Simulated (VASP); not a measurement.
The system is GaN.

```xyz
4
Lattice="3.2184 0.0000 0.0000 -1.6092 2.7872 0.0000 0.0000 0.0000 5.2428" Properties=species:S:1:pos:R:3 pbc="T T T"
Ga    0.0000    1.8582   -0.0045
Ga    1.6092    0.9291    2.6169
N     0.0000    1.8582    1.9706
N     1.6092    0.9291    4.5920
```

| Quantity | Value |
| --- | --- |
| Program | VASP 6.6.1 |
| Task | relaxation of cell and atoms |
| Functional | LDA |
| Potentials or basis | VASP PAW LDA potentials, release 64 (Ga_d, N) |
| Cutoff | 600 eV |
| k mesh | 12 × 12 × 4 |
| Occupations | fermi-dirac, width 0.02 eV |
| Spin | no spin polarisation |

At the start: pressure -10.2 GPa; volume 11.76 Å³/atom.

**Question.** Where does the relaxation end?

**Answer.** Over 7 steps the energy falls by 21.8 meV/atom and the volume is 11.11 Å³/atom (-5.5 %); space group P6_3mc (No. 186, to 0.1 Å) before and after.

The path:
```tsv
step	energy change (eV)	largest force (eV/Å)	pressure (GPa)	volume (Å³)
1	0.0000	0.0015	-10.20	47.03
2	-0.0050	0.0327	11.97	42.12
3	-0.0873	0.0150	-0.13	44.44
4	-0.0873	0.0153	0.12	44.39
5	-0.0874	0.0019	-0.23	44.44
6	-0.0874	0.0044	0.01	44.42
7	-0.0874	0.0018	-0.02	44.43
```

Final structure:
```yaml
crystal:
  lattice:
    - [3.15761, 0.00000, 0.00000]
    - [-1.57881, 2.73457, 0.00000]
    - [0.00000, 0.00000, 5.14523]
  atoms:
    - { symbol: Ga, position: [0.33333, 0.66667, 0.99923] }
    - { symbol: Ga, position: [0.66667, 0.33333, 0.49923] }
    - { symbol: N, position: [0.33333, 0.66667, 0.37577] }
    - { symbol: N, position: [0.66667, 0.33333, 0.87577] }
```
